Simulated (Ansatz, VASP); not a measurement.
## Ir: VASP beside Ansatz

Contents of INCAR:

```
SYSTEM = Ir
ALGO = Normal ; EDIFF = 1E-7
ENCUT = 520 ; GGA = PS
ISIF = 2 ; ISMEAR = 0
LASPH = .TRUE. ; LCHARG = .TRUE.
LELF = .TRUE. ; LREAL = .FALSE.
LVHAR = .TRUE. ; LWAVE = .FALSE.
NBANDS = 16 ; NELM = 100
PREC = Accurate ; SIGMA = 0.15
```

KPOINTS

```
k-points
0
G
  18 18 12
  0 0 0
```

File POSCAR:

```
Ir
1.0
    2.7101072262      0.0000000000      0.0000000000
   -1.3550536131      2.3470217048      0.0000000000
    0.0000000000      0.0000000000      4.5292243500
Ir
2
Direct
    0.6666666667      0.3333333333      0.7500000000
    0.3333333333      0.6666666667      0.2500000000
```

Input for Ansatz:

```yaml
crystal:
  lattice:
    - [2.7101072262, 0.0, 0.0]
    - [-1.3550536131, 2.3470217048, 0.0]
    - [0.0, 0.0, 4.52922435]
  atoms:
    - { symbol: Ir, position: [0.6666666667, 0.3333333333, 0.75] }
    - { symbol: Ir, position: [0.3333333333, 0.6666666667, 0.25] }
basis:
  ecutwfc: 420
kpoints:
  mp_grid: { grid: [18, 18, 12] }
hamiltonian:
  xc: pbesol
scf:
  occupations: { method: gaussian, width: 0.15 }
output:
  forces: true
  stress: true
  eigenvalues: true
```

Change from the starting cell: strain -0.015 along x and y, +0.015 along z, atoms carried along.

Alike in both runs: task single point; functional PBEsol; k mesh 18 × 18 × 12; occupations gaussian, width 0.15 eV; no spin polarisation.

|  | VASP | Ansatz |
| --- | --- | --- |
| version | VASP 6.6.1 | Ansatz 0.2.0 |
| potentials or method | VASP PAW PBE potentials, release 64 (Ir), cutoff 520 eV | scalar-relativistic, plane waves, PAW |
| valence electrons in the cell | 18 | 34 |

Ansatz gave:

```
gap on the k mesh at the Fermi level (eV)                     : none
pressure (GPa)                                                : -7.2
traceless stress, the component that is largest in VASP (GPa) : -7.31
```

Question: What did VASP give for the same quantities?

Answer: gap on the k mesh at the Fermi level (eV): none; pressure (GPa): -6.3; traceless stress, the component that is largest in VASP (GPa): -7.30.

VASP's potentials were made for PBE, not for PBEsol. A gap of «none» marks a metal or a gap that the smearing closes. VASP's potentials hold 18 valence electrons a cell and Ansatz's 34, so a difference there can come from the potentials and not from the codes.

Spin-orbit coupling is off throughout.
